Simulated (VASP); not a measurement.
# Mg3Al in VASP: a series of runs

Mg3Al is run at these levels: PBE; tasks: single point.

Program: VASP 6.6.1. These are calculated values, not measurements. Logs are shortened: lines on timing, memory, paths and dates and some standing lists are left out, and cuts for length are marked.

### Step 1. The cell of the first run

The cell holds a slab with vacuum, 4 atoms: a = 3.200 Å, b = 5.181 Å, c = 19.695 Å, α = 90.00°, β = 90.00°, γ = 90.00°.

### Step 2. Single point, PBE

File INCAR:

```
SYSTEM = Mg3Al
PREC = Accurate ; ENCUT = 520
EDIFF = 1E-7 ; ISMEAR = -1
SIGMA = 0.08 ; LREAL = .FALSE.
LASPH = .TRUE. ; NELM = 80
ALGO = Normal ; ISIF = 2
LWAVE = .FALSE. ; LCHARG = .TRUE.
LDIPOL = .TRUE. ; IDIPOL = 3
DIPOL = 0.5 0.5 0.500 ; GGA = PE
LELF = .TRUE. ; LVHAR = .TRUE.
LVACPOTAV = .TRUE. ; NBANDS = 12
```

File KPOINTS:

```
regular mesh
0
G
  13 8 1
  0 0 0
```

File POSCAR:

```
Mg3Al
1.0
    3.1995580529      0.0000000000      0.0000000000
    0.0000000000      5.1808918026      0.0000000000
    0.0000000000      0.0000000000     19.6945000000
Al Mg
1 3
Direct
    0.0000000000      0.7500000000      0.4147240108
    0.5000000000      0.2500000000      0.4455912628
    0.5000000000      0.7500000000      0.5544087449
    0.0000000000      0.2500000000      0.5852759815
```

Potentials or basis: VASP PAW PBE potentials, release 64 (Al, Mg).

Started as:

```
> cat potpaw_PBE.64/Al/POTCAR potpaw_PBE.64/Mg/POTCAR > POTCAR
> mpirun -np 1 vasp_std > vasp.out
```

OUTCAR:

```text
SYSTEM = Mg3Al
   PREC = Accurate
   ENCUT = 520
   EDIFF = 1E-7
   ISMEAR = -1
   LREAL = .FALSE.
   LASPH = .TRUE.
   NELM = 80
   ISIF = 2
   GGA = PE

 ion  position               nearest neighbor table
   1  0.000  0.750  0.415-   2 3.10   2 3.10   2 3.10   2 3.10   3 3.18   3 3.18
   2  0.500  0.250  0.446-   1 3.10   1 3.10   1 3.10   1 3.10   4 3.18   4 3.18   3 3.36   3 3.36

   3  0.500  0.750  0.554-   4 3.10   4 3.10   4 3.10   4 3.10   1 3.18   1 3.18   2 3.36   2 3.36

   4  0.000  0.250  0.585-   3 3.10   3 3.10   3 3.10   3 3.10   2 3.18   2 3.18

  LATTYP: Found a simple orthorhombic cell.
 ALAT       =     3.1995580529
 B/A-ratio  =     1.6192523208
 C/A-ratio  =     6.1553813603

  Lattice vectors:

 A1 = (   3.1995580529,   0.0000000000,   0.0000000000)
 A2 = (   0.0000000000,   5.1808918026,   0.0000000000)
 A3 = (   0.0000000000,   0.0000000000,  19.6945000000)

Analysis of symmetry for initial positions (statically):
=====================================================================
 Subroutine PRICEL returns:
 Original cell was already a primitive cell.

 Routine SETGRP: Setting up the symmetry group for a
 simple orthorhombic supercell.

 Subroutine GETGRP returns: Found  4 space group operations
 (whereof  2 operations were pure point group operations)
 out of a pool of  8 trial point group operations.

The static configuration has the point symmetry C_1h.
 The point group associated with its full space group is C_2v.

Analysis of symmetry for dynamics (positions and initial velocities):
=====================================================================
 Subroutine PRICEL returns:
 Original cell was already a primitive cell.

 Routine SETGRP: Setting up the symmetry group for a
 simple orthorhombic supercell.

 Subroutine GETGRP returns: Found  4 space group operations
 (whereof  2 operations were pure point group operations)
 out of a pool of  8 trial point group operations.

The dynamic configuration has the point symmetry C_1h.
 The point group associated with its full space group is C_2v.

 Subroutine INISYM returns: Found  4 space group operations
 (whereof  2 operations are pure point group operations),
 and found     1 'primitive' translations

----------------------------------------------------------------------------------------

                                     Primitive cell

  volume of cell :     326.4671

  direct lattice vectors                    reciprocal lattice vectors
     3.199558053  0.000000000  0.000000000     0.312543165  0.000000000  0.000000000
     0.000000000  5.180891803  0.000000000     0.000000000  0.193016963  0.000000000
     0.000000000  0.000000000 19.694500000     0.000000000  0.000000000  0.050775597

  length of vectors
     3.199558053  5.180891803 19.694500000     0.312543165  0.193016963  0.050775597

  position of ions in fractional coordinates (direct lattice)
     0.000000000  0.750000000  0.414724011
     0.500000000  0.250000000  0.445591263
     0.500000000  0.750000000  0.554408745
     0.000000000  0.250000000  0.585275981

  ion indices of the primitive-cell ions
   primitive index   ion index
                 1           1
                 2           2
                 3           3
                 4           4

----------------------------------------------------------------------------------------

 KPOINTS: regular mesh

Automatic generation of k-mesh.
 Grid dimensions read from file:
 generate k-points for:   13    8    1

 Generating k-lattice:

  Cartesian coordinates                     Fractional coordinates (reciprocal lattice)
     0.024041782  0.000000000  0.000000000     0.076923077  0.000000000  0.000000000
     0.000000000  0.024127120  0.000000000     0.000000000  0.125000000  0.000000000
     0.000000000  0.000000000  0.050775597     0.000000000  0.000000000  1.000000000

  Length of vectors
     0.024041782  0.024127120  0.050775597

  Shift w.r.t. Gamma in fractional coordinates (k-lattice)
     0.000000000  0.000000000  0.000000000

 Subroutine IBZKPT returns following result:
 ===========================================

 Found     35 irreducible k-points:

 Following reciprocal coordinates:
            Coordinates               Weight
  0.000000  0.000000  0.000000      1.000000
  0.076923  0.000000  0.000000      2.000000
  0.153846  0.000000  0.000000      2.000000
  0.230769  0.000000  0.000000      2.000000
  0.307692  0.000000  0.000000      2.000000
  0.384615  0.000000  0.000000      2.000000
[... 16 lines left out ...]
  0.076923  0.375000  0.000000      4.000000
  0.153846  0.375000  0.000000      4.000000
 [... further k-points ...]
   k-points           NKPTS =     35   k-points in BZ     NKDIM =     35   number of bands    NBANDS=     12
   number of dos      NEDOS =    301   number of ions     NIONS =      4
   total plane-waves  NPLWV = 144000
   dimension x,y,z NGX =    24 NGY =   40 NGZ =  150
   dimension x,y,z NGXF=    48 NGYF=   80 NGZF=  300
   ions per type =               1   3
   NGX,Y,Z   is equivalent  to a cutoff of  12.47, 12.84, 12.66 a.u.
   NGXF,Y,Z  is equivalent  to a cutoff of  24.94, 25.67, 25.32 a.u.
 SYSTEM =  Mg3Al
   PREC   = accura    normal or accurate (medium, high low for compatibility)
   ISTART =      0    job   : 0-new  1-cont  2-samecut
   ICHARG =      2    charge: 1-file 2-atom 10-const
   ISPIN  =      1    spin polarized calculation?
   LNONCOLLINEAR =      F non collinear calculations
   LSORBIT =      F    spin-orbit coupling
   LASPH  =      T    aspherical Exc in radial PAW
   ENCUT  =  520.0 eV  38.22 Ry    6.18 a.u.   5.95  9.63 36.62*2*pi/ulx,y,z
   NELM   =     80;   NELMIN=  2; NELMDL= -5     # of ELM steps
   EDIFF  = 0.1E-06   stopping-criterion for ELM
   LREAL  =      F    real-space projection
   EDIFFG = 0.1E-05   stopping-criterion for IOM
   NSW    =      0    number of steps for IOM
   IBRION =     -1    ionic relax: 0-MD 1-quasi-New 2-CG
   NFREE  =      0    steps in history (QN), initial steepest desc. (CG)
   ISIF   =      2    stress and relaxation
   ISYM   =      2    0-nonsym 1-usesym 2-fastsym
   POTIM  = 0.5000    time-step for ionic-motion
   TEBEG  =    0.0;   TEEND  =   0.0 temperature during run
   PSTRESS=    0.0 pullay stress
   NELECT =       9.0000    total number of electrons
   NUPDOWN=      -1.0000    fix difference up-down
   EMIN   =  10.00;   EMAX   =-10.00  energy-range for DOS
   EFERMI =   0.00;   METHOD = LEGACY
   ISMEAR =    -1;   SIGMA  =   0.08  broadening in eV -4-tet -1-fermi 0-gaus
   EFERMI_NEDOS =   21; number of points for ismear=-14 and -15
   IALGO  =     38    algorithm
   IMIX   =      4    mixing-type and parameters
     AMIX     =   0.40;   BMIX     =  1.00
     AMIX_MAG =   1.60;   BMIX_MAG =  1.00
  volume/ion in A,a.u.               =      81.62       550.78
  Fermi-wavevector in a.u.,A,eV,Ry     =   0.494549  0.934562  3.327693  0.244579
  Thomas-Fermi vector in A             =   1.499541
   LORBIT       =      0    0 simple, 1 ext, 2 COOP (PROOUT), +10 PAW based schemes
   GGA     = PE    functional components
   LHFCALC =     F    Hartree Fock is set to
   AEXX    =    0.0000 exact exchange contribution
   IVDW    =     0    specifies the selected vdW correction
   LEPSILON=     F    determine dielectric tensor
   LRPA    =     F    only Hartree local field effects (RPA)
 non-spin polarized calculation
  energy-cutoff  :      520.00
  volume of cell :      326.47
 maximum number of plane-waves:      8844
 NGX is ok and might be reduce to    24
   NGX = 11   NGY = 19   NGZ = 73

 number of electron       9.0000000 magnetization

 dipolmoment           0.000000      0.000000     -0.041319 electrons x Angstroem

 Free energy of the ion-electron system (eV)
  ---------------------------------------------------
  ext. energy  EPLUGINS =         0.00000000
  ---------------------------------------------------
  free energy    TOTEN  =        -6.74498232 eV

  energy without entropy =       -6.70562132  energy(sigma->0) =       -6.72530182

 E-fermi :  -1.8872     XC(G=0):  -3.2775

 val. band max:       -1.9006402574   @ k =   0.3077   0.0000   0.0000
 cond. band min:      -1.8248499985   @ k =   0.3077   0.1250   0.0000
 fundamental gap:      0.0757902589
 Fermi energy:        -1.8872046684

 k-point     1 :       0.0000    0.0000    0.0000
  band No.  band energies     occupation
      1      -8.7294      2.00000
      2      -6.4642      2.00000
      3      -3.2995      2.00000
      4      -3.2521      2.00000
      5      -2.6504      1.99986
      6      -1.3174      0.00161
      7      -0.3619      0.00000
      8      -0.2394      0.00000
      9       1.5120      0.00000
     10       2.0500      0.00000
     11       2.4030      0.00000
     12       2.5937      0.00000

 k-point     2 :       0.0769    0.0000    0.0000
  band No.  band energies     occupation
      1      -8.6436      2.00000
      2      -6.3785      2.00000
      3      -3.2202      2.00000
      4      -3.1698      2.00000
      5      -2.5668      1.99959
      6      -1.2392      0.00061
      7      -0.2814      0.00000
      8      -0.1679      0.00000
      9       1.5971      0.00000
     10       2.1317      0.00000
     11       2.4861      0.00000
     12       2.6710      0.00000

 k-point     3 :       0.1538    0.0000    0.0000
  band No.  band energies     occupation
      1      -8.3870      2.00000
      2      -6.1219      2.00000
      3      -2.9825      2.00000
      4      -2.9236      2.00000
      5      -2.3183      1.99090
      6      -1.0049      0.00003
      7      -0.0520      0.00000
      8       0.0140      0.00000
      9       1.4289      0.00000
     10       1.8582      0.00000
     11       2.3787      0.00000
     12       2.7335      0.00000
[... 286 lines left out ...]
 k-point    23 :       0.0769    0.3750    0.0000
  band No.  band energies     occupation
      1      -8.0243      2.00000
      2      -6.3793      2.00000
      3      -5.2679      2.00000
      4      -4.0393      2.00000
      5      -2.3404      1.99309
      6      -1.0627      0.00007
      7       0.8971      0.00000
      8       1.7288      0.00000
      9       2.0653      0.00000
     10       2.4276      0.00000
     11       3.2891      0.00000
     12       3.4332      0.00000

 k-point    24 :       0.1538    0.3750    0.0000
  band No.  band energies     occupation
      1      -7.7705      2.00000
      2      -6.1253      2.00000
      3      -5.0140      2.00000
      4      -3.7902      2.00000
      5      -2.0981      1.86636
      6      -0.8208      0.00000
      7       1.1359      0.00000
      8       1.7616      0.00000
      9       1.9522      0.00000
     10       2.3614      0.00000
     11       2.6764      0.00000
     12       3.4228      0.00000

 [... further k-points ...]
[... 5 lines left out ...]
  --------------------------------------------------------------------------------------
  -------------------------------------------------------------------------------------
  Total       -3.1084656     -2.4627950     -0.4177172      0.0000000      0.0000000      0.0000000
  in kB      -15.2551742    -12.0864669     -2.0499983      0.0000000      0.0000000      0.0000000
  external PRESSURE =      -9.7972131 kB  Pullay stress =       0.0000000 kB

 VOLUME and BASIS-vectors are now :
 -----------------------------------------------------------------------------
  energy-cutoff  :      520.00
  volume of cell :      326.47
      direct lattice vectors                 reciprocal lattice vectors
     3.199558053  0.000000000  0.000000000     0.312543165  0.000000000  0.000000000
     0.000000000  5.180891803  0.000000000     0.000000000  0.193016963  0.000000000
     0.000000000  0.000000000 19.694500000     0.000000000  0.000000000  0.050775597

 POSITION                                       TOTAL-FORCE (eV/Angst)
 -----------------------------------------------------------------------------------
      0.00000      3.88567      8.16778         0.000000      0.000000      0.344224
      1.59978      1.29522      8.77570         0.000000      0.000000     -0.238210
      1.59978      3.88567     10.91880         0.000000      0.000000     -0.138527
      0.00000      1.29522     11.52672         0.000000      0.000000      0.032513
 -----------------------------------------------------------------------------------
    total drift:                               -0.000000     -0.000000      0.000041

  FREE ENERGIE OF THE ION-ELECTRON SYSTEM (eV)
  ---------------------------------------------------
  free  energy   TOTEN  =        -6.7449823172 eV

  energy  without entropy=       -6.7056213151  energy(sigma->0) =       -6.72530182

 vacuum level on the upper side and lower side of the slab         1.838         2.289
```

It took 2 min on 1 thread of AMD EPYC 9R45 (Zen 5), shared host; peak memory 0.4 GiB.

Results:

```yaml
Free_energy: -6.7450 eV
Largest_force: 0.344 eV/Å
Band_gap_on_the_k_mesh: zero (an odd number of electrons rules out a gap without spin polarisation)
```

Forces in eV/Å, atoms in the order of the input:
```
Al   0.000  0.000  0.344
Mg   0.000  0.000 -0.238
Mg   0.000  0.000 -0.139
Mg   0.000  0.000  0.033
```

Levels at points of the mesh, in eV from the Fermi level:
```csv
k point,band 2,band 3,band 4,band 5,band 6,band 7,band 8,band 9
"(0.00, 0.00, 0.00)",-4.58,-1.41,-1.36,-0.76,0.57,1.53,1.65,3.40
"(0.00, 0.50, 0.00)",-4.85,-3.21,-2.74,-0.24,0.33,3.04,3.39,4.70
```

### Step 3. Single point, PBE

File INCAR:

```
  PREC = Accurate
  ENCUT = 520
  EDIFF = 1E-6
  ISMEAR = -1
  SIGMA = 0.08
  LREAL = F
  LASPH = T
  NELM = 60
  ALGO = Normal
  ISIF = 2
  LWAVE = F
  LCHARG = F
  LDIPOL = T
  IDIPOL = 3
  DIPOL = 0.5 0.5 0.500
  GGA = PE
  NBANDS = 12
```

File KPOINTS:

```
regular mesh
0
Gamma
  13 8 1
```

File POSCAR:

```
Mg3Al
1.0
    3.1995580529      0.0000000000      0.0000000000
    0.0000000000      5.1808918026      0.0000000000
    0.0000000000      0.0000000000     19.6945000000
Mg Al
3 1
Direct
    0.0000000000      0.7500000000      0.4147240108
    0.5000000000      0.7500000000      0.5544087449
    0.0000000000      0.2500000000      0.5852759815
    0.5000000000      0.2500000000      0.4455912628
```

Potentials or basis: VASP PAW PBE potentials, release 64 (Mg, Al).

Started as:

```
> cat potpaw_PBE.64/Mg/POTCAR potpaw_PBE.64/Al/POTCAR > POTCAR
> mpirun -np 1 vasp_std > vasp.out
```

Run time: 2 min. Hardware: 1 thread of AMD EPYC 9R45 (Zen 5), shared host; peak memory 0.4 GiB.

Results (log left out):

```yaml
Free_energy: -6.7875 eV
Largest_force: 0.234 eV/Å
Band_gap_on_the_k_mesh: zero (an odd number of electrons rules out a gap without spin polarisation)
```

Forces in eV/Å, atoms in the order of the input:
```
Mg   0.000  0.000  0.096
Mg   0.000  0.000  0.004
Mg   0.000  0.000 -0.234
Al   0.000  0.000  0.134
```

Levels at points of the mesh, in eV from the Fermi level:
| k point | band 3 | band 4 | band 5 | band 6 | band 7 | band 8 |
| --- | --- | --- | --- | --- | --- | --- |
| (0.00, 0.00, 0.00) | -1.58 | -1.42 | -1.02 | 0.72 | 1.34 | 1.80 |
| (0.00, 0.50, 0.00) | -3.21 | -2.63 | -0.16 | 0.34 | 3.02 | 3.15 |

### Step 4. Single point, PBE

File INCAR:

```
SYSTEM = Mg3Al
PREC = Accurate
ENCUT = 520
EDIFF = 1E-6
ISMEAR = -1
SIGMA = 0.08
LREAL = .False.
LASPH = .True.
NELM = 60
ALGO = Normal
ISIF = 2
LWAVE = .False.
LCHARG = .True.
LDIPOL = .True.
IDIPOL = 3
DIPOL = 0.5 0.5 0.500
GGA = PE
LELF = .True.
LVHAR = .True.
LVACPOTAV = .True.
NBANDS = 12
```

File KPOINTS:

```
Automatic mesh
0
Gamma
  13 8 1
  0 0 0
```

POSCAR is that of step 3.

Started as:

```
> cat potpaw_PBE.64/Mg/POTCAR potpaw_PBE.64/Al/POTCAR > POTCAR
> mpirun -np 1 vasp_std > vasp.out
```

Run time: 2.3 min. Hardware: 1 thread of AMD EPYC 9R45 (Zen 5), shared host; peak memory 0.4 GiB.

It converged, with:

```
Free energy            : -6.7875 eV
Largest force          : 0.234 eV/Å
Band gap on the k mesh : zero (an odd number of electrons rules out a gap without spin polarisation)
```

Forces in eV/Å, atoms in the order of the input:
```
Mg   0.000  0.000  0.096
Mg   0.000  0.000  0.004
Mg   0.000  0.000 -0.234
Al   0.000  0.000  0.134
```

Levels at points of the mesh, in eV from the Fermi level:
```
           k point  band 2  band 3  band 4  band 5  band 6  band 7  band 8  band 9
(0.00, 0.00, 0.00)   -4.34   -1.58   -1.42   -1.02    0.72    1.34    1.80    3.24
(0.00, 0.50, 0.00)   -4.96   -3.21   -2.63   -0.16    0.34    3.02    3.15    4.54
```

The gap in the log of VASP goes by the Fermi energy; the results here count the filled bands.